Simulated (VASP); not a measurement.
# Si2W (I4/mmm) in VASP: vibrations by perturbation theory with PBEsol

Aim: the vibrations by perturbation theory of Si2W with PBEsol.

Program: VASP 6.6.1. These are calculated values, not measurements. Logs are shortened: lines on timing, memory, paths and dates and some standing lists are left out, and cuts for length are marked.

### Step 1. The cell of the first run

It takes space group I4/mmm (No. 139, tetragonal). Conventional cell: a = 3.203 Å, b = 3.203 Å, c = 7.815 Å, α = 90.00°, β = 90.00°, γ = 90.00°. Within 3.4 Å of Si (site symmetry 4mm) lie 9 Si at 2.59 to 3.20 Å and 5 W at 2.61 Å. Within 3.4 Å of W (site symmetry 4/mmm) lie 10 Si at 2.61 Å and 4 W at 3.20 Å.

### Step 2. Vibrations by perturbation theory, PBEsol

INCAR reads:

```
PREC = Accurate
ENCUT = 520
EDIFF = 1E-8
ISMEAR = 1
SIGMA = 0.2
LREAL = False
LASPH = True
NELM = 60
ALGO = Normal
ISIF = 2
LWAVE = False
LCHARG = False
GGA = PS
NBANDS = 18
IBRION = 8
NSW = 1
```

KPOINTS reads:

```
Automatic mesh
0
Gamma
  14 14 14
```

POSCAR reads:

```
Si2W
1.0
   -1.6014538702      1.6014538702      3.9074066652
    1.6014538702     -1.6014538702      3.9074066652
    1.6014538702      1.6014538702     -3.9074066652
Si W
2 1
Direct
    0.3345680591      0.3345680591      0.0000000000
    0.6654319409      0.6654319409      0.0000000000
    0.0000000000      0.0000000000      0.0000000000
```

Potentials or basis: VASP PAW PBE potentials, release 64 (Si, W_sv).

Command:

```
$ cat potpaw_PBE.64/Si/POTCAR potpaw_PBE.64/W_sv/POTCAR > POTCAR
$ mpirun -np 1 vasp_std > vasp.out
```

OUTCAR:

```text
PREC = Accurate
   ENCUT = 520
   EDIFF = 1E-8
   ISMEAR = 1
   LREAL = False
   LASPH = True
   NELM = 60
   ISIF = 2
   GGA = PS
   IBRION = 8
   NSW = 1

 ion  position               nearest neighbor table
   1  0.335  0.335  0.000-   2 2.59   3 2.61   3 2.61   3 2.61   3 2.61   3 2.61   2 2.62   2 2.62
                             2 2.62   2 2.62
   2  0.665  0.665  0.000-   1 2.59   3 2.61   3 2.61   3 2.61   3 2.61   3 2.61   1 2.62   1 2.62
                             1 2.62   1 2.62
   3  0.000  0.000  0.000-   2 2.61   2 2.61   2 2.61   1 2.61   2 2.61   1 2.61   1 2.61   1 2.61
                             1 2.61   2 2.61

  LATTYP: Found a body centered tetragonal cell.
 ALAT       =     3.2029077404
 C/A-ratio  =     2.4399120936

  Lattice vectors:

 A1 = (  -1.6014538702,   1.6014538702,   3.9074066652)
 A2 = (   1.6014538702,  -1.6014538702,   3.9074066652)
 A3 = (   1.6014538702,   1.6014538702,  -3.9074066652)

Analysis of symmetry for initial positions (statically):
=====================================================================
 Subroutine PRICEL returns:
 Original cell was already a primitive cell.

 Routine SETGRP: Setting up the symmetry group for a
 body centered tetragonal supercell.

 Subroutine GETGRP returns: Found 16 space group operations
 (whereof 16 operations were pure point group operations)
 out of a pool of 16 trial point group operations.

The static configuration has the point symmetry D_4h.

Analysis of symmetry for dynamics (positions and initial velocities):
=====================================================================
 Subroutine PRICEL returns:
 Original cell was already a primitive cell.

 Routine SETGRP: Setting up the symmetry group for a
 body centered tetragonal supercell.

 Subroutine GETGRP returns: Found 16 space group operations
 (whereof 16 operations were pure point group operations)
 out of a pool of 16 trial point group operations.

The dynamic configuration has the point symmetry D_4h.

 Subroutine INISYM returns: Found 16 space group operations
 (whereof 16 operations are pure point group operations),
 and found     1 'primitive' translations

----------------------------------------------------------------------------------------

                                     Primitive cell

  volume of cell :      40.0846

  direct lattice vectors                    reciprocal lattice vectors
    -1.601453870  1.601453870  3.907406665     0.000000000  0.312216299  0.127962110
     1.601453870 -1.601453870  3.907406665     0.312216299  0.000000000  0.127962110
     1.601453870  1.601453870 -3.907406665     0.312216299  0.312216299  0.000000000

  length of vectors
     4.516318838  4.516318838  4.516318838     0.337421574  0.337421574  0.441540524

  position of ions in fractional coordinates (direct lattice)
     0.334568059  0.334568059  0.000000000
     0.665431941  0.665431941  0.000000000
     0.000000000  0.000000000  0.000000000

  ion indices of the primitive-cell ions
   primitive index   ion index
                 1           1
                 2           2
                 3           3

----------------------------------------------------------------------------------------

 KPOINTS: Automatic mesh

Automatic generation of k-mesh.
 Grid dimensions read from file:
 generate k-points for:   14   14   14

 Generating k-lattice:

  Cartesian coordinates                     Fractional coordinates (reciprocal lattice)
     0.000000000  0.022301164  0.009140151     0.071428571  0.000000000 -0.000000000
     0.022301164  0.000000000  0.009140151     0.000000000  0.071428571 -0.000000000
     0.022301164  0.022301164  0.000000000     0.000000000  0.000000000  0.071428571

  Length of vectors
     0.024101541  0.024101541  0.031538609

  Shift w.r.t. Gamma in fractional coordinates (k-lattice)
     0.000000000  0.000000000  0.000000000

 Subroutine IBZKPT returns following result:
 ===========================================

 Found    244 irreducible k-points:
[... 46 lines left out ...]
   EDIFF  = 0.1E-07   stopping-criterion for ELM
   LREAL  =      F    real-space projection
   EDIFFG = 0.1E-06   stopping-criterion for IOM
   NSW    =      1    number of steps for IOM
   IBRION =      8    ionic relax: 0-MD 1-quasi-New 2-CG
   NFREE  =      0    steps in history (QN), initial steepest desc. (CG)
   ISIF   =      2    stress and relaxation
   ISYM   =      2    0-nonsym 1-usesym 2-fastsym
   POTIM  = 0.5000    time-step for ionic-motion
   TEBEG  =    0.0;   TEEND  =   0.0 temperature during run
   PSTRESS=    0.0 pullay stress
   NELECT =      22.0000    total number of electrons
   NUPDOWN=      -1.0000    fix difference up-down
   EMIN   =  10.00;   EMAX   =-10.00  energy-range for DOS
   EFERMI =   0.00;   METHOD = LEGACY
   ISMEAR =     1;   SIGMA  =   0.20  broadening in eV -4-tet -1-fermi 0-gaus
   EFERMI_NEDOS =   21; number of points for ismear=-14 and -15
   IALGO  =     38    algorithm
   IMIX   =      4    mixing-type and parameters
     AMIX     =   0.40;   BMIX     =  1.00
     AMIX_MAG =   1.60;   BMIX_MAG =  1.00
  volume/ion in A,a.u.               =      13.36        90.17
  Fermi-wavevector in a.u.,A,eV,Ry     =   1.340365  2.532923 24.443950  1.796580
  Thomas-Fermi vector in A             =   2.468684
   LORBIT       =      0    0 simple, 1 ext, 2 COOP (PROOUT), +10 PAW based schemes
   GGA     = PS    functional components
   LHFCALC =     F    Hartree Fock is set to
   AEXX    =    0.0000 exact exchange contribution
   IVDW    =     0    specifies the selected vdW correction
   LEPSILON=     F    determine dielectric tensor
   LRPA    =     F    only Hartree local field effects (RPA)
 non-spin polarized calculation
 Methfessel and Paxton  Order N= 1 SIGMA  =   0.20
  energy-cutoff  :      520.00
  volume of cell :       40.08
 maximum number of plane-waves:      1104
 NGX is ok and might be reduce to    36
   NGX = 17   NGY = 17   NGZ = 17

--------------------------------------- Ionic step        1  -------------------------------------------

 number of electron      21.9999999 magnetization

 Free energy of the ion-electron system (eV)
  ---------------------------------------------------
  ext. energy  EPLUGINS =         0.00000000
  ---------------------------------------------------
  free energy    TOTEN  =       -26.63953893 eV

  energy without entropy =      -26.64047143  energy(sigma->0) =      -26.63984976

 E-fermi :  11.9841     XC(G=0): -12.6478

 val. band max:       11.9815735745   @ k =  -0.4286  -0.4286   0.2857
 cond. band min:      12.0064934166   @ k =  -0.3571   0.5000   0.3571
 fundamental gap:      0.0249198420
 Fermi energy:        11.9841467315

 k-point     1 :       0.0000    0.0000    0.0000
  band No.  band energies     occupation
      1     -61.7999      2.00000
      2     -26.0746      2.00000
      3     -26.0463      2.00000
      4     -26.0463      2.00000
      5      -2.1591      2.00000
      6       5.0658      2.00000
[... 481 lines left out ...]
      5      -0.1183      2.00000
      6       4.2126      2.00000
[... 10 lines left out ...]
     17      18.9317      0.00000
     18      20.3171      0.00000

 [... further k-points ...]

------------------------ aborting loop because EDIFF is reached ----------------------------------------

  FORCE on cell =-STRESS in cart. coord.  units (eV):
  Direction    XX          YY          ZZ          XY          YZ          ZX
  --------------------------------------------------------------------------------------
  -------------------------------------------------------------------------------------
  Total        0.0803021      0.0803021      0.0832394      0.0000000      0.0000000      0.0000000
  in kB        3.2096663      3.2096663      3.3270711      0.0000000      0.0000000      0.0000000
  external PRESSURE =       3.2488012 kB  Pullay stress =       0.0000000 kB

 VOLUME and BASIS-vectors are now :
 -----------------------------------------------------------------------------
  energy-cutoff  :      520.00
  volume of cell :       40.08
      direct lattice vectors                 reciprocal lattice vectors
    -1.601453870  1.601453870  3.907406665     0.000000000  0.312216299  0.127962110
     1.601453870 -1.601453870  3.907406665     0.312216299  0.000000000  0.127962110
     1.601453870  1.601453870 -3.907406665     0.312216299  0.312216299  0.000000000

 POSITION                                       TOTAL-FORCE (eV/Angst)
 -----------------------------------------------------------------------------------
      0.00000      0.00000      2.61459        -0.000000     -0.000000     -0.010875
      0.00000      0.00000      5.20023         0.000000      0.000000      0.010875
      0.00000      0.00000      0.00000         0.000000      0.000000      0.000000
 -----------------------------------------------------------------------------------
    total drift:                                0.000000     -0.000000     -0.000000

  FREE ENERGIE OF THE ION-ELECTRON SYSTEM (eV)
  ---------------------------------------------------
  free  energy   TOTEN  =       -26.6395389303 eV

  energy  without entropy=      -26.6404714308  energy(sigma->0) =      -26.63984976

[... ionic steps 2 to 9 ...]

--------------------------------------- Ionic step       10  -------------------------------------------

------------------------ aborting loop because EDIFF is reached ----------------------------------------

[... ionic steps 11 to 11 ...]

--------------------------------------- Ionic step       12  -------------------------------------------

 Free energy of the ion-electron system (eV)
  ---------------------------------------------------
  ---------------------------------------------------
  free energy    TOTEN  =        -0.33516607 eV

  energy without entropy =       -0.33516607

------------------------ aborting loop because EDIFF is reached ----------------------------------------

 INTERNAL STRAIN TENSOR  FOR ION    3  DIRECTION 3   (eV/Angst):
 -----------------------------------------------------------------------------
     0.00686  0.00000 -0.00000
     0.00000  0.00686  0.00000
     0.00000 -0.00000 -0.00209

 INTERNAL STRAIN TENSOR FOR ION    3 for displacements in x,y,z  (eV/Angst):
          X           Y           Z          XY          YZ          ZX
  --------------------------------------------------------------------------------
  x     0.00000     0.00000     0.00000     0.00000     0.00000     0.00000
  y     0.00000     0.00000     0.00000     0.00000     0.00000     0.00000
  z     0.00000     0.00000     0.00000     0.00000     0.00000     0.00000

 SECOND DERIVATIVES (NOT SYMMETRIZED)
 ------------------------------------
               1X          1Y          1Z          2X          2Y          2Z          3X          3Y          3Z
  1X    -8.780866    0.000000    0.000000    3.300479    0.000000    0.000000    5.480387    0.000000    0.000000
  1Y     0.000000   -8.780866    0.000000    0.000000    3.300479   -0.000000   -0.000000    5.480387    0.000000
  1Z     0.000000   -0.000000  -14.197054    0.000000    0.000000    6.768841    0.000000   -0.000000    7.428213
  2X     3.300479    0.000000    0.000000   -8.780866    0.000000    0.000000    5.480387    0.000000    0.000000
  2Y     0.000000    3.300479   -0.000000    0.000000   -8.780866    0.000000   -0.000000    5.480387    0.000000
  2Z     0.000000    0.000000    6.768841    0.000000   -0.000000  -14.197054    0.000000   -0.000000    7.428213
  3X     5.481973   -0.000000    0.000000    5.481973   -0.000000    0.000000  -10.963947    0.000000    0.000000
  3Y     0.000000    5.481973    0.000000    0.000000    5.481973    0.000000    0.000000  -10.963947    0.000000
  3Z     0.000000   -0.000000    7.426332    0.000000   -0.000000    7.426332    0.000000   -0.000000  -14.852664

 Eigenvectors and eigenvalues of the dynamical matrix
 ----------------------------------------------------

   1 f  =   13.507352 THz    84.869195 2PiTHz  450.556759 cm-1    55.861893 meV
             X         Y         Z           dx          dy          dz
      0.000000  0.000000  2.614587     0.000000    0.000000    0.707107
      0.000000  0.000000  5.200226     0.000000    0.000000   -0.707107
      0.000000  0.000000  0.000000    -0.000000   -0.000000    0.000000
[... 43 lines left out ...]
   9 f/i=    0.000492 THz     0.003094 2PiTHz    0.016425 cm-1     0.002036 meV
             X         Y         Z           dx          dy          dz
      0.000000  0.000000  2.614587    -0.000000    0.000000    0.342036
      0.000000  0.000000  5.200226    -0.000000    0.000000    0.342036
      0.000000  0.000000  0.000000    -0.000000    0.000000    0.875228

--------------------------------------------------------------------------------------------------------

 ELASTIC MODULI CONTR FROM IONIC RELAXATION (kBar)
 Direction    XX          YY          ZZ          XY          YZ          ZX
 --------------------------------------------------------------------------------
 XX         -22.7584    -22.7584    -30.5702      0.0000      0.0000      0.0000
 YY         -22.7584    -22.7584    -30.5702      0.0000      0.0000      0.0000
 ZZ         -30.5702    -30.5702    -41.0634      0.0000      0.0000      0.0000
 XY           0.0000      0.0000      0.0000      0.0000      0.0000      0.0000
 YZ           0.0000      0.0000      0.0000      0.0000    -24.6465      0.0000
 ZX           0.0000      0.0000      0.0000      0.0000      0.0000     -8.1702
 --------------------------------------------------------------------------------
```

Run time: 67 min. Hardware: 1 thread of Intel Xeon 8259CL, shared host; peak memory 1.1 GiB.

Results:

```yaml
Highest_phonon_frequency_at_Γ: 451 cm⁻¹
```

Phonon frequencies in cm⁻¹ (negative: imaginary):
| q point | frequencies |
| --- | --- |
| (0.000, 0.000, 0.000) | 0 0 0 263 263 306 342 342 451 |

Caveat: the PAW data sets were made with another functional, which shifts forces and pressure a little; spin-orbit coupling is left out, which moves the levels of the heavy elements.
